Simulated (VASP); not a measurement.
Crystal: GdN.

```xyz
4
Lattice="3.5814 0.0000 0.0000 -1.7907 3.1016 0.0000 0.0000 0.0000 6.1570" Properties=species:S:1:pos:R:3 pbc="T T T"
Gd    1.7907    1.0339    4.5887
Gd    0.0000    2.0677    1.5684
N     0.0000    0.0000    0.0000
N     0.0000    0.0000    3.0785
```

The cell was built from a structure type or drawn by symmetry, and may not be a known phase.

- Program: VASP 6.6.1
- Task: relaxation of cell and atoms
- Functional: PBE
- Potentials or basis: VASP PAW PBE potentials, release 64 (Gd, N)
- Cutoff: 600 eV
- k mesh: 5 × 5 × 3
- Occupations: gaussian, width 0.15 eV
- Spin: collinear spin, ferromagnetic start
- Starting moments: [7.0, 7.0, 0.0, 0.0] μB

At the start: pressure -12.6 GPa; volume 17.10 Å³/atom.

Task: Where does the relaxation end?

Result: Over 4 steps the energy falls by 85.4 meV/atom and the volume is 15.27 Å³/atom (-10.7 %); space group P-3m1 (No. 164, to 0.1 Å) before, P6_3/mmc (No. 194, to 0.1 Å); moment 14.00 μB per cell.

Step by step:
```csv
step,energy change (eV),largest force (eV/Å),pressure (GPa),volume (Å³)
1,0.0000,0.6159,-12.62,68.39
2,-0.1134,0.0182,15.26,55.90
3,-0.3361,0.3375,0.29,61.03
4,-0.3418,0.0726,-0.16,61.09
```

Final structure:
```cif
data_structure
_symmetry_space_group_name_H-M 'P 1'
_symmetry_Int_Tables_number 1
_cell_length_a 3.4386
_cell_length_b 3.4386
_cell_length_c 5.9660
_cell_angle_alpha 90.000
_cell_angle_beta 90.000
_cell_angle_gamma 120.000
_cell_volume 61.09
loop_
_atom_site_label
_atom_site_type_symbol
_atom_site_fract_x
_atom_site_fract_y
_atom_site_fract_z
_atom_site_occupancy
Gd1 Gd 0.66667 0.33333 0.75048 1
Gd2 Gd 0.33333 0.66667 0.24952 1
N1 N 0.00000 0.00000 0.00000 1
N2 N 0.00000 0.00000 0.50000 1
```

Caveat: the k points lie up to 0.42 Å⁻¹ apart in the final cell, too coarse for converged energies and pressures of a metal; semilocal functionals describe open f shells poorly, which spoils levels, moments and volumes; the relaxation stopped at a loose force limit of 0.08 eV/Å, so its end isn't a converged minimum.
